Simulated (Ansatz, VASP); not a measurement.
TaN in VASP and in Ansatz

The input POSCAR:

```
TaN
1.0
    0.0000000000      2.1463150000      2.1790000000
    2.1790000000      0.0000000000      2.1790000000
    2.1790000000      2.1463150000      0.0000000000
Ta N
1 1
Direct
    0.5000000000      0.5000000000      0.5000000000
    0.0000000000      0.0000000000      0.0000000000
```

Contents of INCAR.step1:

```
PREC = Accurate
ENCUT = 520
ISMEAR = 0
SIGMA = 0.15
LREAL = False
LASPH = True
NELM = 80
NBANDS = 15
GGA = PE
ALGO = Normal
EDIFF = 1E-4
LWAVE = True
LCHARG = False
```

The input INCAR.step2:

```
PREC = Accurate
ENCUT = 520
EDIFF = 1E-7
ISMEAR = 0
SIGMA = 0.15
LREAL = False
LASPH = True
NELM = 80
ALGO = Normal
ISIF = 2
LWAVE = False
LCHARG = False
METAGGA = R2SCAN
LMIXTAU = True
NBANDS = 15
ISTART = 1
```

Contents of KPOINTS:

```
Automatic mesh
0
Gamma
  18 18 18
```

Input for Ansatz:

```yaml
crystal:
  lattice:
    - [0.0, 2.146315, 2.179]
    - [2.179, 0.0, 2.179]
    - [2.179, 2.146315, 0.0]
  atoms:
    - { symbol: Ta, position: [0.5, 0.5, 0.5] }
    - { symbol: "N", position: [0.0, 0.0, 0.0] }
basis:
  ecutwfc: 500
kpoints:
  mp_grid: { grid: [18, 18, 18] }
hamiltonian:
  xc: r2scan
scf:
  occupations: { method: gaussian, width: 0.15 }
output:
  forces: true
  stress: true
  eigenvalues: true
```

Change from the starting cell: strain -0.0150 x Voigt [0, 1, 0, 0, 0, 0], atoms carried along.

Alike in both runs: task single point; functional r2SCAN; k mesh 18 × 18 × 18; occupations gaussian, width 0.15 eV; no spin polarisation.

|  | VASP | Ansatz |
| --- | --- | --- |
| version | VASP 6.6.1 | Ansatz 0.2.0 |
| potentials or method | VASP PAW PBE potentials, release 64 (Ta_pv, N), cutoff 520 eV | scalar-relativistic, plane waves, PAW |
| valence electrons in the cell | 16 | 18 |

Ansatz gave:

```
gap on the k mesh at the Fermi level (eV)                     : none
pressure (GPa)                                                : 16.1
traceless stress, the component that is largest in VASP (GPa) : 7.53
```

Question: Which values does VASP return?

Answer: gap on the k mesh at the Fermi level (eV): none; pressure (GPa): 18.4; traceless stress, the component that is largest in VASP (GPa): 7.56.

VASP's potentials were made for PBE, not for r2SCAN. A gap of «none» marks a metal or a gap that the smearing closes. VASP's potentials hold 16 valence electrons a cell and Ansatz's 18, so a difference there can come from the potentials and not from the codes.

Spin-orbit coupling is off throughout.
